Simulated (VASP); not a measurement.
Input of a VASP 6.6.1 run:

The input INCAR:

```
SYSTEM = Cs
PREC = Accurate
ENCUT = 520
EDIFF = 1E-6
ISMEAR = -1
SIGMA = 0.05
LREAL = .FALSE.
LASPH = .TRUE.
NELM = 100
ALGO = Normal
ISIF = 2
LWAVE = .FALSE.
LCHARG = .FALSE.
GGA = PS
NBANDS = 10
```

Contents of KPOINTS:

```
regular mesh
0
G
  6 6 6
  0 0 0
```

File POSCAR:

```
Cs
1.0
   -3.0120063284      3.0120063284      3.0120063284
    3.0120063284     -3.0120063284      3.0120063284
    3.0120063284      3.0120063284     -3.0120063284
Cs
1
Direct
    0.0000000000      0.0000000000      0.0000000000
```

Potentials or basis: VASP PAW PBE potentials, release 64 (Cs_sv).

Run with:

```bash
$ cat potpaw_PBE.64/Cs_sv/POTCAR > POTCAR
$ mpirun -np 1 vasp_std > vasp.out
```

Problem. Predict the pressure.

Solution. 0.0 GPa.

Caveat: the PAW data sets were made with another functional, which shifts forces and pressure a little.
